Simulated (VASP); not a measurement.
Input of a VASP 6.6.1 run:

INCAR

```
SYSTEM = Cu
PREC = Accurate ; ENCUT = 520
EDIFF = 1E-8 ; ISMEAR = 0
SIGMA = 0.01 ; LREAL = .FALSE.
LASPH = .TRUE. ; NELM = 150
ALGO = Fast ; ISIF = 2
LWAVE = .FALSE. ; LCHARG = .FALSE.
LMAXMIX = 4 ; LDAU = .TRUE.
LDAUTYPE = 2 ; LDAUL = 2
LDAUU = 5.3 ; LDAUJ = 0
LDAUPRINT = 1 ; GGA = RE
LEFG = .TRUE. ; NBANDS = 12
```

Contents of KPOINTS:

```
regular mesh
0
G
  13 13 13
  0 0 0
```

File POSCAR:

```
Cu
1.0
   -1.4427933200      1.4427933200      1.3760814500
    1.4427933200     -1.4427933200      1.3760814500
    1.4427933200      1.4427933200     -1.3760814500
Cu
1
Direct
    0.0000000000      0.0000000000      0.0000000000
```

Potentials or basis: VASP PAW PBE potentials, release 64 (Cu).

Launch:

```sh
$ cat potpaw_PBE.64/Cu/POTCAR > POTCAR
$ mpirun -np 1 vasp_std > vasp.out
```

**Question.** What does it give for the pressure?

**Answer.** 8.7 GPa.

**Question.** Predict the band gap on the k mesh.

**Answer.** Zero (an odd number of electrons rules out a gap without spin polarisation).

Electric field gradients, principal values (V/Å²):
| atom | least | middle | greatest (by size) |
| --- | --- | --- | --- |
| 1 Cu | -1.232 | -1.232 | 2.464 |

Caveat: the cell stands under pressure; without QUAD_EFG the Cq values of the log hold for a quadrupole moment of 1 mb, not for the nuclei; the PAW data sets were made with another functional, which shifts forces and pressure a little; U without spin polarisation on a metal has little footing; the U is typed as a test and isn't derived for this compound.
